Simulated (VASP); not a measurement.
# InGa5P6 (P-4m2) in VASP: a series of runs

The runs below take InGa5P6 through single point, with PBE.

Everything below comes from runs of VASP 6.6.1. Logs are shortened: lines on timing, memory, paths and dates and some standing lists are left out, and cuts for length are marked.

### Step 1. The cell of the first run

The structure is tetragonal, space group P-4m2 (No. 115). Conventional cell: a = 3.941 Å, b = 3.941 Å, c = 16.797 Å, α = 90.00°, β = 90.00°, γ = 90.00°. Within 3.3 Å of In (site symmetry -4m2) lie 4 P at 2.54 Å. Ga (site symmetry 2mm) has 4 P at 2.39 to 2.40 Å within 3.2 Å. Ga (site symmetry 2mm) has 4 P at 2.40 Å within 3.2 Å. Ga (site symmetry -4m2) has 4 P at 2.40 Å within 3.2 Å. Within 3.2 Å of P (site symmetry 2mm) lie 2 Ga at 2.39 Å and 2 In at 2.54 Å. P (site symmetry 2mm) has 4 Ga at 2.40 Å within 3.2 Å. Within 3.2 Å of P (site symmetry 2mm) lie 4 Ga at 2.40 Å.

### Step 2. Single point, PBE

Contents of INCAR:

```
SYSTEM = InGa5P6
ALGO = Normal
EDIFF = 1E-6
ENCUT = 520
GGA = PE
ISIF = 2
ISMEAR = 0
LASPH = .True.
LCHARG = .True.
LELF = .True.
LREAL = .False.
LVHAR = .True.
LWAVE = .False.
NBANDS = 66
NELM = 60
PREC = Accurate
SIGMA = 0.02
```

Contents of KPOINTS:

```
k-points
0
Gamma
  8 8 2
  0 0 0
```

Contents of POSCAR:

```
InGa5P6
1.0
    3.9406925254      0.0000000000      0.0000000000
    0.0000000000      3.9406925254      0.0000000000
    0.0000000000      0.0000000000     16.7971378696
In Ga P
1 5 6
Direct
    0.5000000000      0.5000000000      0.5000000000
    0.0000000000      0.0000000000      0.6754849555
    0.0000000000      0.0000000000      0.3245150445
    0.5000000000      0.5000000000      0.1621912644
    0.0000000000      0.0000000000      0.0000000000
    0.5000000000      0.5000000000      0.8378087356
    0.5000000000      0.0000000000      0.4048238610
    0.0000000000      0.5000000000      0.2432938610
    0.5000000000      0.0000000000      0.0810859953
    0.0000000000      0.5000000000      0.9189140047
    0.5000000000      0.0000000000      0.7567061390
    0.0000000000      0.5000000000      0.5951761390
```

Potentials or basis: VASP PAW PBE potentials, release 64 (In_d, Ga_d, P).

Started as:

```bash
$ cat potpaw_PBE.64/In_d/POTCAR potpaw_PBE.64/Ga_d/POTCAR potpaw_PBE.64/P/POTCAR > POTCAR
$ mpirun -np 1 vasp_std > vasp.out
```

OUTCAR:

```text
SYSTEM = InGa5P6
   EDIFF = 1E-6
   ENCUT = 520
   GGA = PE
   ISIF = 2
   ISMEAR = 0
   LASPH = .True.
   LREAL = .False.
   NELM = 60
   PREC = Accurate

 ion  position               nearest neighbor table
   1  0.500  0.500  0.500-   7 2.54  12 2.54   7 2.54  12 2.54
   2  0.000  0.000  0.675-  12 2.39  12 2.39  11 2.40  11 2.40
   3  0.000  0.000  0.325-   7 2.39   7 2.39   8 2.40   8 2.40
   4  0.500  0.500  0.162-   8 2.40   8 2.40   9 2.40   9 2.40
   5  0.000  0.000  0.000-   9 2.40  10 2.40  10 2.40   9 2.40
   6  0.500  0.500  0.838-  11 2.40  11 2.40  10 2.40  10 2.40
   7  0.500  0.000  0.405-   3 2.39   3 2.39   1 2.54   1 2.54
   8  0.000  0.500  0.243-   4 2.40   4 2.40   3 2.40   3 2.40
   9  0.500  0.000  0.081-   5 2.40   5 2.40   4 2.40   4 2.40
  10  0.000  0.500  0.919-   5 2.40   5 2.40   6 2.40   6 2.40
  11  0.500  0.000  0.757-   6 2.40   6 2.40   2 2.40   2 2.40
  12  0.000  0.500  0.595-   2 2.39   2 2.39   1 2.54   1 2.54

  LATTYP: Found a simple tetragonal cell.
 ALAT       =     3.9406925254
 C/A-ratio  =     4.2624837541

  Lattice vectors:

 A1 = (   3.9406925254,   0.0000000000,   0.0000000000)
 A2 = (   0.0000000000,   3.9406925254,   0.0000000000)
 A3 = (   0.0000000000,   0.0000000000,  16.7971378696)

Analysis of symmetry for initial positions (statically):
=====================================================================
 Subroutine PRICEL returns:
 Original cell was already a primitive cell.

 Routine SETGRP: Setting up the symmetry group for a
 simple tetragonal supercell.

 Subroutine GETGRP returns: Found  8 space group operations
 (whereof  8 operations were pure point group operations)
 out of a pool of 16 trial point group operations.

The static configuration has the point symmetry D_2d.

Analysis of symmetry for dynamics (positions and initial velocities):
=====================================================================
 Subroutine PRICEL returns:
 Original cell was already a primitive cell.

 Routine SETGRP: Setting up the symmetry group for a
 simple tetragonal supercell.

 Subroutine GETGRP returns: Found  8 space group operations
 (whereof  8 operations were pure point group operations)
 out of a pool of 16 trial point group operations.

The dynamic configuration has the point symmetry D_2d.

 Subroutine INISYM returns: Found  8 space group operations
 (whereof  8 operations are pure point group operations),
 and found     1 'primitive' translations

----------------------------------------------------------------------------------------

                                     Primitive cell

  volume of cell :     260.8437

  direct lattice vectors                    reciprocal lattice vectors
     3.940692525  0.000000000  0.000000000     0.253762503  0.000000000  0.000000000
     0.000000000  3.940692525  0.000000000     0.000000000  0.253762503  0.000000000
     0.000000000  0.000000000 16.797137870     0.000000000  0.000000000  0.059533952

  length of vectors
     3.940692525  3.940692525 16.797137870     0.253762503  0.253762503  0.059533952

  position of ions in fractional coordinates (direct lattice)
     0.500000000  0.500000000  0.500000000
     0.000000000  0.000000000  0.675484955
     0.000000000  0.000000000  0.324515045
     0.500000000  0.500000000  0.162191264
     0.000000000  0.000000000  0.000000000
     0.500000000  0.500000000  0.837808736
     0.500000000  0.000000000  0.404823861
     0.000000000  0.500000000  0.243293861
     0.500000000  0.000000000  0.081085995
     0.000000000  0.500000000  0.918914005
     0.500000000  0.000000000  0.756706139
     0.000000000  0.500000000  0.595176139

  ion indices of the primitive-cell ions
   primitive index   ion index
                 1           1
                 2           2
                 3           3
                 4           4
                 5           5
                 6           6
                 7           7
                 8           8
                 9           9
                10          10
                11          11
                12          12

----------------------------------------------------------------------------------------

 KPOINTS: k-points

Automatic generation of k-mesh.
 Grid dimensions read from file:
 generate k-points for:    8    8    2

 Generating k-lattice:

  Cartesian coordinates                     Fractional coordinates (reciprocal lattice)
     0.031720313  0.000000000  0.000000000     0.125000000  0.000000000  0.000000000
     0.000000000  0.031720313  0.000000000     0.000000000  0.125000000  0.000000000
     0.000000000  0.000000000  0.029766976     0.000000000  0.000000000  0.500000000

  Length of vectors
     0.031720313  0.031720313  0.029766976

  Shift w.r.t. Gamma in fractional coordinates (k-lattice)
     0.000000000  0.000000000  0.000000000

 Subroutine IBZKPT returns following result:
 ===========================================

 Found     30 irreducible k-points:

 Following reciprocal coordinates:
            Coordinates               Weight
  0.000000  0.000000  0.000000      1.000000
  0.125000  0.000000  0.000000      4.000000
  0.250000  0.000000  0.000000      4.000000
  0.375000  0.000000  0.000000      4.000000
  0.500000  0.000000  0.000000      2.000000
  0.125000  0.125000  0.000000      4.000000
[... 16 lines left out ...]
  0.375000  0.125000  0.500000      8.000000
  0.500000  0.125000  0.500000      4.000000
 [... further k-points ...]
   k-points           NKPTS =     30   k-points in BZ     NKDIM =     30   number of bands    NBANDS=     66
   number of dos      NEDOS =    301   number of ions     NIONS =     12
   total plane-waves  NPLWV = 113400
   dimension x,y,z NGX =    30 NGY =   30 NGZ =  126
   dimension x,y,z NGXF=    60 NGYF=   60 NGZF=  252
   ions per type =               1   5   6
   NGX,Y,Z   is equivalent  to a cutoff of  12.66, 12.66, 12.47 a.u.
   NGXF,Y,Z  is equivalent  to a cutoff of  25.31, 25.31, 24.94 a.u.
 SYSTEM =  InGa5P6
   PREC   = accura    normal or accurate (medium, high low for compatibility)
   ISTART =      0    job   : 0-new  1-cont  2-samecut
   ICHARG =      2    charge: 1-file 2-atom 10-const
   ISPIN  =      1    spin polarized calculation?
   LNONCOLLINEAR =      F non collinear calculations
   LSORBIT =      F    spin-orbit coupling
   LASPH  =      T    aspherical Exc in radial PAW
   ENCUT  =  520.0 eV  38.22 Ry    6.18 a.u.   7.33  7.33 31.23*2*pi/ulx,y,z
   NELM   =     60;   NELMIN=  2; NELMDL= -5     # of ELM steps
   EDIFF  = 0.1E-05   stopping-criterion for ELM
   LREAL  =      F    real-space projection
   EDIFFG = 0.1E-04   stopping-criterion for IOM
   NSW    =      0    number of steps for IOM
   IBRION =     -1    ionic relax: 0-MD 1-quasi-New 2-CG
   NFREE  =      0    steps in history (QN), initial steepest desc. (CG)
   ISIF   =      2    stress and relaxation
   ISYM   =      2    0-nonsym 1-usesym 2-fastsym
   POTIM  = 0.5000    time-step for ionic-motion
   TEBEG  =    0.0;   TEEND  =   0.0 temperature during run
   PSTRESS=    0.0 pullay stress
   NELECT =     108.0000    total number of electrons
   NUPDOWN=      -1.0000    fix difference up-down
   EMIN   =  10.00;   EMAX   =-10.00  energy-range for DOS
   EFERMI =   0.00;   METHOD = LEGACY
   ISMEAR =     0;   SIGMA  =   0.02  broadening in eV -4-tet -1-fermi 0-gaus
   EFERMI_NEDOS =   21; number of points for ismear=-14 and -15
   IALGO  =     38    algorithm
   IMIX   =      4    mixing-type and parameters
     AMIX     =   0.40;   BMIX     =  1.00
     AMIX_MAG =   1.60;   BMIX_MAG =  1.00
  volume/ion in A,a.u.               =      21.74       146.69
  Fermi-wavevector in a.u.,A,eV,Ry     =   1.220176  2.305799 20.256768  1.488830
  Thomas-Fermi vector in A             =   2.355403
   LORBIT       =      0    0 simple, 1 ext, 2 COOP (PROOUT), +10 PAW based schemes
   GGA     = PE    functional components
   LHFCALC =     F    Hartree Fock is set to
   AEXX    =    0.0000 exact exchange contribution
   IVDW    =     0    specifies the selected vdW correction
   LEPSILON=     F    determine dielectric tensor
   LRPA    =     F    only Hartree local field effects (RPA)
 non-spin polarized calculation
 Gauss-broadening in eV      SIGMA  =   0.02
  energy-cutoff  :      520.00
  volume of cell :      260.84
 maximum number of plane-waves:      7086
 NGX is ok and might be reduce to    30
   NGX = 15   NGY = 15   NGZ = 63

 number of electron     107.9999979 magnetization

 Free energy of the ion-electron system (eV)
  ---------------------------------------------------
  ext. energy  EPLUGINS =         0.00000000
  ---------------------------------------------------
  free energy    TOTEN  =       -53.88220308 eV

  energy without entropy =      -53.88220308  energy(sigma->0) =      -53.88220308

 E-fermi :   4.5999     XC(G=0):  -9.5884

 val. band max:        4.4878476005   @ k =   0.0000   0.0000   0.0000
 cond. band min:       5.7242492178   @ k =   0.0000   0.0000   0.0000
 fundamental gap:      1.2364016173
 Fermi energy:         4.5998696953

 k-point     1 :       0.0000    0.0000    0.0000
  band No.  band energies     occupation
      1     -10.1596      2.00000
      2     -10.1481      2.00000
      3     -10.1276      2.00000
      4     -10.0944      2.00000
      5     -10.0676      2.00000
      6     -10.0647      2.00000
[... 58 lines left out ...]
     65       7.9589      0.00000
     66       8.4033      0.00000

 k-point     2 :       0.1250    0.0000    0.0000
  band No.  band energies     occupation
      1     -10.1556      2.00000
      2     -10.1452      2.00000
      3     -10.1258      2.00000
      4     -10.0955      2.00000
      5     -10.0752      2.00000
      6     -10.0695      2.00000
[... 58 lines left out ...]
     65       8.3355      0.00000
     66       8.4622      0.00000

 k-point     3 :       0.2500    0.0000    0.0000
  band No.  band energies     occupation
      1     -10.1463      2.00000
      2     -10.1395      2.00000
      3     -10.1240      2.00000
      4     -10.1030      2.00000
      5     -10.0921      2.00000
      6     -10.0827      2.00000
[... 1438 lines left out ...]
     65       9.0458      0.00000
     66       9.2530      0.00000

 k-point    24 :       0.5000    0.1250    0.5000
  band No.  band energies     occupation
      1     -10.1371      2.00000
      2     -10.1351      2.00000
      3     -10.1298      2.00000
      4     -10.1297      2.00000
      5     -10.1192      2.00000
      6     -10.0975      2.00000
[... 58 lines left out ...]
     65       8.9280      0.00000
     66       9.0492      0.00000

 [... further k-points ...]

------------------------ aborting loop because EDIFF is reached ----------------------------------------

  FORCE on cell =-STRESS in cart. coord.  units (eV):
  Direction    XX          YY          ZZ          XY          YZ          ZX
  --------------------------------------------------------------------------------------
  -------------------------------------------------------------------------------------
  Total        0.0044893      0.0044893      0.0126374      0.0000000      0.0000000      0.0000000
  in kB        0.0275744      0.0275744      0.0776228      0.0000000      0.0000000      0.0000000
  external PRESSURE =       0.0442572 kB  Pullay stress =       0.0000000 kB

 VOLUME and BASIS-vectors are now :
 -----------------------------------------------------------------------------
  energy-cutoff  :      520.00
  volume of cell :      260.84
      direct lattice vectors                 reciprocal lattice vectors
     3.940692525  0.000000000  0.000000000     0.253762503  0.000000000  0.000000000
     0.000000000  3.940692525  0.000000000     0.000000000  0.253762503  0.000000000
     0.000000000  0.000000000 16.797137870     0.000000000  0.000000000  0.059533952

 POSITION                                       TOTAL-FORCE (eV/Angst)
 -----------------------------------------------------------------------------------
      1.97035      1.97035      8.39857         0.000000     -0.000000      0.000000
      0.00000      0.00000     11.34621        -0.000000      0.000000     -0.000267
      0.00000      0.00000      5.45092        -0.000000      0.000000      0.000267
      1.97035      1.97035      2.72435        -0.000000      0.000000      0.001023
      0.00000      0.00000      0.00000        -0.000000      0.000000      0.000000
      1.97035      1.97035     14.07279        -0.000000      0.000000     -0.001023
      1.97035      0.00000      6.79988        -0.000000      0.000000      0.004806
      0.00000      1.97035      4.08664        -0.000000      0.000000     -0.000760
      1.97035      0.00000      1.36201        -0.000000      0.000000      0.000090
      0.00000      1.97035     15.43513        -0.000000      0.000000     -0.000090
      1.97035      0.00000     12.71050        -0.000000      0.000000      0.000760
      0.00000      1.97035      9.99726        -0.000000      0.000000     -0.004806
 -----------------------------------------------------------------------------------
    total drift:                                0.000000      0.000000      0.000000

  FREE ENERGIE OF THE ION-ELECTRON SYSTEM (eV)
  ---------------------------------------------------
  free  energy   TOTEN  =       -53.8822030775 eV

  energy  without entropy=      -53.8822030775  energy(sigma->0) =      -53.88220308
```

Run time: 10 min. Hardware: 1 thread of Intel Xeon Platinum 8488C (Sapphire Rapids), shared host; peak memory 0.57 GiB.

Results:

```yaml
Free_energy: -53.8822 eV
Pressure: 0.0 GPa
Largest_force: 0.005 eV/Å
Band_gap_on_the_k_mesh: 1.24 eV
```

Forces on the atoms (eV/Å):
```
In   0.000  0.000  0.000
Ga   0.000  0.000  0.000
Ga   0.000  0.000  0.000
Ga   0.000  0.000  0.001
Ga   0.000  0.000  0.000
Ga   0.000  0.000 -0.001
P    0.000  0.000  0.005
P    0.000  0.000 -0.001
P    0.000  0.000  0.000
P    0.000  0.000  0.000
P    0.000  0.000  0.001
P    0.000  0.000 -0.005
```

Levels at points of the mesh, in eV from the valence-band top:
| k point | band 51 | band 52 | band 53 | band 54 | band 55 | band 56 | band 57 | band 58 |
| --- | --- | --- | --- | --- | --- | --- | --- | --- |
| (0.00, 0.00, 0.00) | -0.82 | -0.09 | 0.00 | 0.00 | 1.24 | 1.59 | 1.63 | 1.85 |
| (0.50, 0.00, 0.00) | -1.23 | -1.23 | -1.21 | -0.54 | 1.88 | 1.93 | 1.98 | 2.11 |
| (0.50, 0.50, 0.00) | -2.61 | -2.55 | -2.55 | -2.47 | 1.69 | 1.69 | 1.80 | 1.94 |
| (0.00, 0.00, 0.50) | -0.41 | -0.41 | -0.20 | -0.20 | 1.56 | 1.57 | 1.98 | 2.01 |
| (0.50, 0.00, 0.50) | -1.20 | -1.10 | -1.09 | -0.54 | 1.38 | 1.50 | 2.59 | 2.67 |
| (0.50, 0.50, 0.50) | -2.73 | -2.71 | -2.71 | -2.66 | 2.14 | 2.14 | 2.22 | 2.22 |

Caveat: spin-orbit coupling is left out, which moves the levels of the heavy elements. A k mesh can miss the band edges.

### Step 3. Single point, PBE

Contents of INCAR:

```
  PREC = Accurate
  ENCUT = 520
  EDIFF = 1E-7
  ISMEAR = 0
  SIGMA = 0.02
  LREAL = False
  LASPH = True
  NELM = 80
  ALGO = Normal
  ISIF = 2
  LWAVE = False
  LCHARG = False
  GGA = PE
  NBANDS = 66
```

Contents of KPOINTS:

```
regular mesh
0
Gamma
  8 8 2
```

POSCAR is that of step 2.

Potentials or basis: VASP PAW PBE potentials, release 64 (In_d, Ga_d, P).

Started as:

```bash
$ cat potpaw_PBE.64/In_d/POTCAR potpaw_PBE.64/Ga_d/POTCAR potpaw_PBE.64/P/POTCAR > POTCAR
$ mpirun -np 1 vasp_std > vasp.out
```

It took 21 min on 1 thread of Intel Xeon 8259CL, shared host; peak memory 0.58 GiB.

It converged, with:

```
Free energy            : -53.8822 eV
Pressure               : 0.0 GPa
Largest force          : 0.005 eV/Å
Band gap on the k mesh : 1.24 eV
```

Forces in eV/Å, atoms in the order of the input:
```
In   0.000  0.000  0.000
Ga   0.000  0.000  0.000
Ga   0.000  0.000  0.000
Ga   0.000  0.000  0.001
Ga   0.000  0.000  0.000
Ga   0.000  0.000 -0.001
P    0.000  0.000  0.005
P    0.000  0.000 -0.001
P    0.000  0.000  0.000
P    0.000  0.000  0.000
P    0.000  0.000  0.001
P    0.000  0.000 -0.005
```

Levels at points of the mesh, in eV from the valence-band top:
```tsv
k point	band 50	band 51	band 52	band 53	band 54	band 55	band 56	band 57	band 58	band 59
(0.00, 0.00, 0.00)	-0.82	-0.82	-0.09	0.00	0.00	1.24	1.59	1.63	1.85	1.95
(0.50, 0.00, 0.00)	-1.27	-1.23	-1.23	-1.21	-0.54	1.88	1.93	1.98	2.11	2.85
(0.50, 0.50, 0.00)	-3.02	-2.61	-2.55	-2.55	-2.47	1.69	1.69	1.80	1.94	3.35
(0.00, 0.00, 0.50)	-0.96	-0.41	-0.41	-0.20	-0.20	1.56	1.57	1.98	2.01	2.04
(0.50, 0.00, 0.50)	-1.23	-1.20	-1.10	-1.09	-0.54	1.38	1.50	2.59	2.67	2.69
(0.50, 0.50, 0.50)	-2.77	-2.73	-2.71	-2.71	-2.66	2.14	2.14	2.22	2.22	2.25
```

Caveat: spin-orbit coupling is left out, which moves the levels of the heavy elements. A k mesh can miss the band edges.
